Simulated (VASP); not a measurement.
Here is a VASP 6.6.1 calculation.

Contents of INCAR:

```
PREC = Accurate
ENCUT = 520
EDIFF = 1E-6
ISMEAR = 0
SIGMA = 0.1
LREAL = False
LASPH = True
NELM = 100
ALGO = Normal
ISIF = 2
LWAVE = False
LCHARG = True
GGA = PE
LELF = True
LVHAR = True
NBANDS = 26
```

File KPOINTS:

```
regular mesh
0
Gamma
  10 10 10
```

The input POSCAR:

```
Si2BiTe2
1.0
   -3.0286695397      3.0286695397      4.1780538877
    3.0286695397     -3.0286695397      4.1780538877
    3.0286695397      3.0286695397     -4.1780538877
Si Bi Te
2 1 2
Direct
    0.1352658060      0.1352658060      0.0000000000
    0.8647341940      0.8647341940      0.0000000000
    0.5000000000      0.5000000000      0.0000000000
    0.5000000000      0.0000000000      0.5000000000
    0.0000000000      0.5000000000      0.5000000000
```

Potentials or basis: VASP PAW PBE potentials, release 64 (Si, Bi_d, Te).

Run with:

```sh
$ cat potpaw_PBE.64/Si/POTCAR potpaw_PBE.64/Bi_d/POTCAR potpaw_PBE.64/Te/POTCAR > POTCAR
$ mpirun -np 1 vasp_std > vasp.out
```

Predict the pressure.

0.0 GPa.

What does it give for the largest force?

0.008 eV/Å.

Forces in eV/Å, atoms in the order of the input:
```
Si   0.000  0.000 -0.008
Si   0.000  0.000  0.008
Bi   0.000  0.000  0.000
Te   0.000  0.000  0.000
Te   0.000  0.000  0.000
```
